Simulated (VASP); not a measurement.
# CoO in VASP: a series of runs, part 2 of 2

VASP 6.6.1. Earlier steps stand in the parts before.

## Step 3: Single point, PBE, collinear spin, ferromagnetic start

This run uses another cell than the first one, of 9.48 Å³/atom.

The input, INCAR:

```
SYSTEM = CoO
PREC     = Accurate       ! precision mode
ENCUT    = 520            ! plane-wave cutoff, eV
EDIFF    = 1E-7           ! SCF threshold, eV
ISMEAR   = 0              ! smearing method
SIGMA    = 0.1            ! smearing width, eV
LREAL    = .FALSE.        ! projectors in reciprocal space
LASPH    = .TRUE.         ! aspherical terms in the spheres
NELM     = 150            ! most SCF steps
ALGO     = Normal         ! electronic algorithm
ISIF     = 2              ! what is computed and relaxed
LWAVE    = .FALSE.        ! write WAVECAR
LCHARG   = .FALSE.        ! write CHGCAR
ISPIN    = 2              ! spin polarisation
MAGMOM   = 2.73 0.35      ! initial moments
LORBIT   = 11             ! projections on sites
LMAXMIX  = 4              ! l up to which the mixer works
GGA      = PE             ! functional
NBANDS   = 18             ! bands
```

The input, KPOINTS:

```
regular mesh
0
G
  6 6 6
  0 0 0
```

The input, POSCAR:

```
CoO
1.0
   -1.4969001357      1.4969001357      2.1159398858
    1.4969001357     -1.4969001357      2.1159398858
    1.4969001357      1.4969001357     -2.1159398858
Co O
1 1
Direct
    0.0000000000      0.0000000000      0.0000000000
    0.5000000000      0.5000000000      0.0000000000
```

Potentials or basis: VASP PAW PBE potentials, release 64 (Co, O).

Started as:

```
cat potpaw_PBE.64/Co/POTCAR potpaw_PBE.64/O/POTCAR > POTCAR
mpirun -np 1 vasp_std > vasp.out
```

OUTCAR:

```text
SYSTEM = CoO
   PREC = Accurate
   ENCUT = 520
   EDIFF = 1E-7
   ISMEAR = 0
   LREAL = .FALSE.
   LASPH = .TRUE.
   NELM = 150
   ISIF = 2
   ISPIN = 2
   LORBIT = 11
   GGA = PE

 ion  position               nearest neighbor table
   1  0.000  0.000  0.000-   2 2.12   2 2.12   2 2.12   2 2.12   2 2.12   2 2.12
   2  0.500  0.500  0.000-   1 2.12   1 2.12   1 2.12   1 2.12   1 2.12   1 2.12

  LATTYP: Found a body centered tetragonal cell.
 ALAT       =     2.9938002714
 C/A-ratio  =     1.4135477948

  Lattice vectors:

 A1 = (  -1.4969001357,   1.4969001357,   2.1159398858)
 A2 = (   1.4969001357,  -1.4969001357,   2.1159398858)
 A3 = (   1.4969001357,   1.4969001357,  -2.1159398858)

Analysis of symmetry for initial positions (statically):
=====================================================================
 Subroutine PRICEL returns:
 Original cell was already a primitive cell.

 Routine SETGRP: Setting up the symmetry group for a
 body centered tetragonal supercell.

 Subroutine GETGRP returns: Found 16 space group operations
[... 697 lines left out ...]
 k-point     1 :       0.0000    0.0000    0.0000
  band No.  band energies     occupation
      1     -11.7889      1.00000
      2       5.4183      1.00000
      3       5.4203      1.00000
      4       5.4203      1.00000
      5       7.0255      1.00000
      6       7.0256      1.00000
[... 493 lines left out ...]
     17      37.4309      0.00000
     18      38.4633      0.00000

 [... further k-points ...]
[... 5 lines left out ...]
  --------------------------------------------------------------------------------------
  -------------------------------------------------------------------------------------
  Total       -0.0553164     -0.0553164     -0.0514235      0.0000000      0.0000000      0.0000000
  in kB       -4.6732151     -4.6732151     -4.3443372      0.0000000      0.0000000      0.0000000
  external PRESSURE =      -4.5635892 kB  Pullay stress =       0.0000000 kB

 VOLUME and BASIS-vectors are now :
 -----------------------------------------------------------------------------
  energy-cutoff  :      520.00
  volume of cell :       18.96
      direct lattice vectors                 reciprocal lattice vectors
    -1.496900136  1.496900136  2.115939886     0.000000000  0.334023619  0.236301609
     1.496900136 -1.496900136  2.115939886     0.334023619  0.000000000  0.236301609
     1.496900136  1.496900136 -2.115939886     0.334023619  0.334023619  0.000000000

 POSITION                                       TOTAL-FORCE (eV/Angst)
 -----------------------------------------------------------------------------------
      0.00000      0.00000      0.00000         0.000000      0.000000     -0.000000
      0.00000      0.00000      2.11594        -0.000000     -0.000000      0.000000
 -----------------------------------------------------------------------------------
    total drift:                               -0.000000      0.000000     -0.000000

  FREE ENERGIE OF THE ION-ELECTRON SYSTEM (eV)
  ---------------------------------------------------
  free  energy   TOTEN  =       -13.0673722559 eV

  energy  without entropy=      -13.0472017315  energy(sigma->0) =      -13.05728699

 total charge

# of ion       s       p       d       tot
------------------------------------------
    1        0.298   0.367   7.171   7.835
    2        1.557   3.424   0.000   4.982
--------------------------------------------------
tot          1.855   3.791   7.171  12.817

 magnetization (x)

# of ion       s       p       d       tot
------------------------------------------
    1        0.021   0.019   2.389   2.428
    2        0.028   0.215   0.000   0.244
--------------------------------------------------
tot          0.049   0.234   2.389   2.672
```

Wall time 44 s (1 thread of Intel Xeon 8259CL, shared host); peak memory 0.16 GiB.

Results:

| Quantity | Value |
| --- | --- |
| Free energy | -13.0674 eV |
| Pressure | -0.5 GPa |
| Net moment | 2.72 μB per cell |
| Site moments | Co +2.43; O +0.24 μB |
| Valence electrons inside the program's atomic spheres | Co 7.83; O 4.98 |

Caveat: the k points lie up to 0.43 Å⁻¹ apart; a cell with one magnetic atom can't hold antiferromagnetic order, which such compounds often take; semilocal functionals often make such compounds metallic where correlation or magnetic order opens a gap, which also shifts bond lengths. With open d or f shells a metallic result of PBE can be an artefact of self-interaction; +U or a hybrid may open a gap.

## Step 4: Relaxation of cell and atoms, PBE, collinear spin, ferromagnetic start

This run uses another cell than the first one, of 9.58 Å³/atom.

Edit INCAR of step 3 so:

```diff
@@ -2,4 +2,4 @@
 PREC     = Accurate       ! precision mode
-ENCUT    = 520            ! plane-wave cutoff, eV
-EDIFF    = 1E-7           ! SCF threshold, eV
+ENCUT    = 600            ! plane-wave cutoff, eV
+EDIFF    = 1E-6           ! SCF threshold, eV
 ISMEAR   = 0              ! smearing method
@@ -10,3 +10,3 @@
 ALGO     = Normal         ! electronic algorithm
-ISIF     = 2              ! what is computed and relaxed
+ISIF     = 3              ! what is computed and relaxed
 LWAVE    = .FALSE.        ! write WAVECAR
@@ -18,2 +18,4 @@
 GGA      = PE             ! functional
-NBANDS   = 18             ! bands
+IBRION   = 2              ! ionic algorithm
+NSW      = 80             ! ionic steps
+EDIFFG   = -0.01          ! ionic threshold
```

The input, KPOINTS:

```
regular mesh
0
G
  4 4 4
  0 0 0
```

The input, POSCAR:

```
CoO
1.0
   -1.5080001529      1.5080001529      2.1072499549
    1.5080001529     -1.5080001529      2.1072499549
    1.5080001529      1.5080001529     -2.1072499549
Co O
1 1
Direct
    0.0000000000      0.0000000000      0.0000000000
    0.5000000000      0.5000000000      0.0000000000
```

Started as:

```
cat potpaw_PBE.64/Co/POTCAR potpaw_PBE.64/O/POTCAR > POTCAR
mpirun -np 1 vasp_std > vasp.out
```

Wall time 2.7 min (1 thread of Intel Xeon 8259CL, shared host); peak memory 0.16 GiB.

The run converged. Its results:

```
Free energy                                           : -13.0885 eV
Relaxed volume                                        : 9.27 Å³/atom
Relaxed cell                                          : a = 2.971 Å, b = 2.971 Å, c = 2.971 Å, α = 119.98°, β = 119.98°, γ = 90.03°
Space group after relaxing (to 0.1 Å)                 : Fm-3m (No. 225)
Energy gained by relaxing                             : 5.9 meV/atom
Ionic steps                                           : 12
Pressure after relaxing                               : 0.0 GPa
Net moment                                            : 2.38 μB per cell
Site moments                                          : Co +2.19; O +0.15 μB
Valence electrons inside the program's atomic spheres : Co 7.89; O 4.98
```

Step by step:
```
step  energy change (eV)  largest force (eV/Å)  pressure (GPa)  volume (Å³)
   1              0.0000                0.0000           -5.77        19.17
   2             -0.0078                0.0000            3.75        18.23
   3             -0.0115                0.0000            0.00        18.55
   4             -0.0115                0.0000            0.19        18.54
   5             -0.0116                0.0000            0.18        18.54
   6             -0.0117                0.0000            0.20        18.54
   7             -0.0118                0.0000            0.25        18.53
   8             -0.0117                0.0000            0.41        18.52
   9             -0.0119                0.0000            0.28        18.53
  10             -0.0118                0.0000           -0.48        18.60
  11             -0.0119                0.0000           -0.08        18.55
  12             -0.0119                0.0000            0.04        18.55
```

Final structure:
```cif
data_structure
_symmetry_space_group_name_H-M 'P 1'
_symmetry_Int_Tables_number 1
_cell_length_a 2.9711
_cell_length_b 2.9711
_cell_length_c 2.9711
_cell_angle_alpha 119.985
_cell_angle_beta 119.985
_cell_angle_gamma 90.027
_cell_volume 18.55
loop_
_atom_site_label
_atom_site_type_symbol
_atom_site_fract_x
_atom_site_fract_y
_atom_site_fract_z
_atom_site_occupancy
Co1 Co 0.00000 0.00000 0.00000 1
O1 O 0.50000 0.50000 0.00000 1
```

Levels at points of the mesh, in eV from the Fermi level:
Spin up:
```
           k point  band 5  band 6  band 7  band 8  band 9  band 10  band 11  band 12  band 13
(0.00, 0.00, 0.00)   -3.00   -3.00   -2.82   -2.82   -2.81     1.24    16.99    18.53    18.53
(0.50, 0.00, 0.00)   -2.01   -2.01   -1.48    0.37    0.37     5.18     9.75    13.75    13.77
(0.50, 0.50, 0.00)   -3.79   -2.62   -2.05   -1.70   -1.69     6.22    10.07    11.98    16.25
(0.50, 0.50, 0.50)   -3.78   -2.61   -2.05   -1.70   -1.70     6.22    10.08    11.97    16.25
```
Spin down:
| k point | band 2 | band 3 | band 4 | band 5 | band 6 | band 7 | band 8 | band 9 | band 10 | band 11 |
| --- | --- | --- | --- | --- | --- | --- | --- | --- | --- | --- |
| (0.00, 0.00, 0.00) | -3.05 | -3.04 | -3.04 | -1.22 | -1.22 | -1.22 | -0.04 | -0.04 | 1.65 | 16.93 |
| (0.50, 0.00, 0.00) | -8.09 | -5.11 | -5.11 | -0.19 | -0.18 | 0.11 | 2.66 | 2.66 | 5.41 | 10.32 |
| (0.50, 0.50, 0.00) | -6.89 | -4.31 | -4.30 | -2.42 | 0.09 | 0.09 | 0.46 | 0.98 | 6.97 | 10.36 |
| (0.50, 0.50, 0.50) | -6.89 | -4.30 | -4.30 | -2.42 | 0.09 | 0.09 | 0.47 | 0.98 | 6.97 | 10.37 |

Caveat: the k points lie up to 0.65 Å⁻¹ apart in the final cell; a cell with one magnetic atom can't hold antiferromagnetic order, which such compounds often take; semilocal functionals often make such compounds metallic where correlation or magnetic order opens a gap, which also shifts bond lengths.

## Step 5: Single point, PBE, collinear spin, ferromagnetic start

This run uses another cell than the first one, of 9.56 Å³/atom.

The input, INCAR:

```
SYSTEM = CoO
ALGO = Normal
EDIFF = 1E-6
ENCUT = 520
GGA = PE
ISIF = 2
ISMEAR = 0
ISPIN = 2
LASPH = .True.
LCHARG = .False.
LMAXMIX = 4
LORBIT = 11
LREAL = .False.
LWAVE = .False.
MAGMOM = 2.73 0.35
NBANDS = 18
NELM = 150
PREC = Accurate
SIGMA = 0.1
```

The input, KPOINTS:

```
k-points
0
Gamma
  8 8 8
  0 0 0
```

The input, POSCAR:

```
CoO
1.0
   -1.5068484025      1.5068484025      2.1057296968
    1.5068484025     -1.5068484025      2.1057296968
    1.5068484025      1.5068484025     -2.1057296968
Co O
1 1
Direct
    0.0000000000      0.0000000000      0.0000000000
    0.5000000000      0.5000000000      0.0000000000
```

Started as:

```
cat potpaw_PBE.64/Co/POTCAR potpaw_PBE.64/O/POTCAR > POTCAR
mpirun -np 1 vasp_std > vasp.out
```

It took 73 s on 1 thread of Intel Xeon 8259CL, shared host; peak memory 0.17 GiB.

Results (log left out):

* Free energy: -13.0585 eV
* Pressure: -0.5 GPa
* Net moment: 2.86 μB per cell
* Site moments: Co +2.52; O +0.28 μB
* Valence electrons inside the program's atomic spheres: Co 7.81; O 4.98

Stress tensor (GPa, compression positive):
```
-0.52  0.00  0.00
 0.00 -0.52  0.00
 0.00  0.00 -0.35
```

Levels at points of the mesh, in eV from the Fermi level:
Spin up:
```
           k point  band 5  band 6  band 7  band 8  band 9  band 10  band 11  band 12  band 13  band 14
(0.00, 0.00, 0.00)   -3.15   -3.15   -3.10   -3.10   -2.96     1.06    16.90    18.21    18.21    18.26
(0.50, 0.00, 0.00)   -2.34   -2.29   -1.76    0.11    0.18     5.10     9.44    13.38    13.66    20.62
(0.50, 0.50, 0.00)   -3.95   -2.90   -2.37   -2.05   -1.97     5.95     9.84    11.78    15.83    16.02
(0.50, 0.50, 0.50)   -3.87   -2.87   -2.38   -2.06   -2.06     5.96     9.99    11.66    15.78    15.78
```
Spin down:
| k point | band 4 | band 5 | band 6 | band 7 | band 8 | band 9 |
| --- | --- | --- | --- | --- | --- | --- |
| (0.00, 0.00, 0.00) | -2.61 | -1.13 | -1.13 | -1.10 | 0.02 | 0.07 |
| (0.50, 0.00, 0.00) | -4.68 | -0.16 | -0.11 | 0.17 | 2.70 | 2.74 |
| (0.50, 0.50, 0.00) | -3.82 | -2.26 | 0.10 | 0.14 | 0.51 | 1.01 |
| (0.50, 0.50, 0.50) | -3.91 | -2.27 | 0.13 | 0.13 | 0.57 | 0.98 |

Caveat: a cell with one magnetic atom can't hold antiferromagnetic order, which such compounds often take; semilocal functionals often make such compounds metallic where correlation or magnetic order opens a gap, which also shifts bond lengths.

## Step 6: The runs side by side

| task | cell | k mesh | cutoff (eV) | gap on the mesh (eV) | pressure (GPa) | moment (μB) |
| --- | --- | --- | --- | --- | --- | --- |
| single point | a = 2.974 Å, angles 120.0, 120.0, 90.0°, 2 atoms | 4 × 4 × 4 | 520 | none | -0.3 | 2.38 |
| single point | a = 2.993 Å, angles 120.0, 120.0, 90.0°, 2 atoms | 6 × 6 × 6 | 520 | none | -0.5 | 2.72 |
| relaxation of cell and atoms | relaxed from a = 2.998 Å, angles 119.6, 119.6, 90.7°, 2 atoms | 4 × 4 × 4 | 600 | none | 0.0 | 2.38 |
| single point | a = 2.996 Å, angles 119.6, 119.6, 90.7°, 2 atoms | 8 × 8 × 8 | 520 | none | -0.5 | 2.86 |

Alike in all rows: level PBE; potentials or basis VASP PAW PBE potentials, release 64 (Co, O); spin collinear, ferromagnetic start; smearing gaussian 0.1 eV.

Caveats: some runs use coarse meshes; a cell with one magnetic atom can't hold antiferromagnetic order, which such compounds often take; semilocal functionals often make such compounds metallic where correlation or magnetic order opens a gap, which also shifts bond lengths.

Total energies depend on the potentials used, so only differences within one code and one set of settings carry meaning.
